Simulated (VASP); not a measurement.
Write the native input for VASP 6.6.1 that does the following.

- Task: relaxation of the atoms
- Functional: PBE
- Potentials or basis: VASP PAW PBE potentials, release 64 (Ba_sv, Ti_sv, O)
- Cutoff: 520 eV
- k mesh: 8 × 8 × 8
- Occupations: gaussian, width 0.02 eV
- Spin: no spin polarisation
- Dipole correction: no
- Further INCAR settings: ALGO = Normal; EDIFF = 1e-07; IBRION = 2; EDIFFG = -0.01; NSW = 60

The structure of BaTiO3 lies in POSCAR:

```
BaTiO3
1.0
    3.9998000000      0.0000000000      0.0000000000
    0.0000000000      3.9998000000      0.0000000000
    0.0000000000      0.0000000000      4.0180000000
Ba Ti O
1 1 3
Direct
    0.0000000000      0.0000000000      0.0000000000
    0.5000000000      0.5000000000      0.4900000000
    0.5000000000      0.5000000000      0.0190000000
    0.5000000000      0.0000000000      0.5170000000
    0.0000000000      0.5000000000      0.5170000000
```

These files were run (other wordings do the same):

INCAR

```
ALGO = Normal ; EDIFF = 1E-7
EDIFFG = -0.01 ; ENCUT = 520
GGA = PE ; GGA_COMPAT = F
IBRION = 2 ; ISIF = 2
ISMEAR = 0 ; LASPH = T
LCHARG = F ; LREAL = F
LWAVE = F ; NELM = 120
NELMIN = 4 ; NSW = 60
PREC = Accurate ; SIGMA = 0.02
```

KPOINTS

```
k-points
0
Gamma
  8 8 8
```

Potentials or basis: VASP PAW PBE potentials, release 64 (Ba_sv, Ti_sv, O).

Command:

```console
$ cat potpaw_PBE.64/Ba_sv/POTCAR potpaw_PBE.64/Ti_sv/POTCAR potpaw_PBE.64/O/POTCAR > POTCAR
$ mpirun -np 1 vasp_std > vasp.out
```

It gave:

The energy gained by relaxing is 0.9 meV/atom and the ionic steps are 6. The pressure after relaxing is 4.7 GPa and the largest force after relaxing is 0.005 eV/Å. The band gap on the k mesh is 1.78 eV (least direct gap 2.12 eV).

Caveat: spin-orbit coupling is left out, which moves the levels of the heavy elements.

Wall time 4.4 min on 1 thread of Oxide Virtual Turin-like Processor, with other jobs on the host, peak memory 0.23 GiB.
